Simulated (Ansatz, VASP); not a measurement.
## Bi in VASP and in Ansatz

Contents of INCAR:

```
PREC = Accurate ; ENCUT = 520
EDIFF = 1E-6 ; ISMEAR = 0
SIGMA = 0.15 ; LREAL = F
LASPH = T ; NELM = 80
ALGO = Fast ; ISIF = 2
LWAVE = F ; LCHARG = F
GGA = PS ; IVDW = 12
NBANDS = 14
```

Contents of KPOINTS:

```
Automatic mesh
0
Gamma
  18 18 18
```

The input POSCAR:

```
Bi
1.0
   -2.0746755323      2.0746755323      1.7867105684
    2.0746755323     -2.0746755323      1.7867105684
    2.0746755323      2.0746755323     -1.7867105684
Bi
1
Direct
    0.0000000000      0.0000000000      0.0000000000
```

Input for Ansatz:

```yaml
crystal:
  lattice:
    - [-2.0746755323, 2.0746755323, 1.7867105684]
    - [2.0746755323, -2.0746755323, 1.7867105684]
    - [2.0746755323, 2.0746755323, -1.7867105684]
  atoms:
    - { symbol: Bi, position: [0.0, 0.0, 0.0] }
basis:
  ecutwfc: 420
kpoints:
  mp_grid: { grid: [18, 18, 18] }
hamiltonian:
  xc: pbesol
  pseudopotentials: { kind: paw }
  dispersion: d3bj
scf:
  occupations: { method: gaussian, width: 0.15 }
output:
  forces: true
  stress: true
  eigenvalues: true
```

Alike in both runs: task single point; functional PBEsol; dispersion D3(BJ); k mesh 18 × 18 × 18; occupations gaussian, width 0.15 eV; no spin polarisation.

|  | VASP | Ansatz |
| --- | --- | --- |
| version | VASP 6.6.1 | Ansatz 0.2.0 |
| potentials or method | VASP PAW PBE potentials, release 64 (Bi_d), cutoff 520 eV | scalar-relativistic, plane waves, PAW |
| valence electrons in the cell | 15 | 15 |

|  | VASP | Ansatz | Ansatz less VASP |
| --- | --- | --- | --- |
| gap on the k mesh at the Fermi level (eV) | none | none | - |
| pressure (GPa) | -3.9 | -3.9 | +0.02 |
| traceless stress, the component that is largest in VASP (GPa) | 0.33 | 0.33 | +0.009 |

VASP's potentials were made for PBE, not for PBEsol. A gap of «none» marks a metal or a gap that the smearing closes.

Neither program's run includes spin-orbit coupling.
